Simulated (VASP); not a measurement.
Input of a VASP 6.6.1 run:

Contents of INCAR:

```
SYSTEM = Cs3Cu
PREC     = Accurate       ! precision mode
ENCUT    = 600            ! plane-wave cutoff, eV
EDIFF    = 1E-6           ! SCF threshold, eV
ISMEAR   = 0              ! smearing method
SIGMA    = 0.1            ! smearing width, eV
LREAL    = .FALSE.        ! projectors in reciprocal space
LASPH    = .TRUE.         ! aspherical terms in the spheres
NELM     = 60             ! most SCF steps
ALGO     = Normal         ! electronic algorithm
ISIF     = 3              ! what is computed and relaxed
LWAVE    = .FALSE.        ! write WAVECAR
LCHARG   = .FALSE.        ! write CHGCAR
GGA      = PE             ! functional
IBRION   = 2              ! ionic algorithm
NSW      = 90             ! ionic steps
EDIFFG   = -0.04          ! ionic threshold
```

File KPOINTS:

```
regular mesh
0
G
  4 4 4
  0 0 0
```

Contents of POSCAR:

```
Cs3Cu
1.0
    5.2629100699      0.0000000000      0.0000000000
    0.0000000000      5.2629100699      0.0000000000
    0.0000000000      0.0000000000      5.2629100699
Cs Cu
3 1
Direct
    0.0000000000      0.5000000000      0.5000000000
    0.5000000000      0.0000000000      0.5000000000
    0.5000000000      0.5000000000      0.0000000000
    0.0000000000      0.0000000000      0.0000000000
```

Potentials or basis: VASP PAW PBE potentials, release 64 (Cs_sv, Cu).

The run is started by

```sh
$ cat potpaw_PBE.64/Cs_sv/POTCAR potpaw_PBE.64/Cu/POTCAR > POTCAR
$ mpirun -np 1 vasp_std > vasp.out
```

Problem. Predict the space group after relaxing (to 0.05 Å).

Solution. Pm-3m (No. 221).

Problem. Predict the relaxed cell.

Solution. a = 6.446 Å, b = 6.446 Å, c = 6.446 Å, α = 90.00°, β = 90.00°, γ = 90.00°.

Problem. Predict the relaxed volume.

Solution. 66.96 Å³/atom.

Problem. Predict the band gap on the k mesh.

Solution. Zero (band 19 reaches 1.84 eV, above the bottom of band 20 at 1.43 eV).

Final structure:
```
Cs Cu
1.0
     6.44611    0.00000    0.00000
     0.00000    6.44611    0.00000
     0.00000    0.00000    6.44611
Cs Cu
3 1
Direct
  0.00000 0.50000 0.50000
  0.50000 0.00000 0.50000
  0.50000 0.50000 0.00000
  0.00000 0.00000 0.00000
```

Caveat: the volume moved by over 15 % at a fixed basis, so the end points are rough; spin-orbit coupling is left out, which moves the levels of the heavy elements.
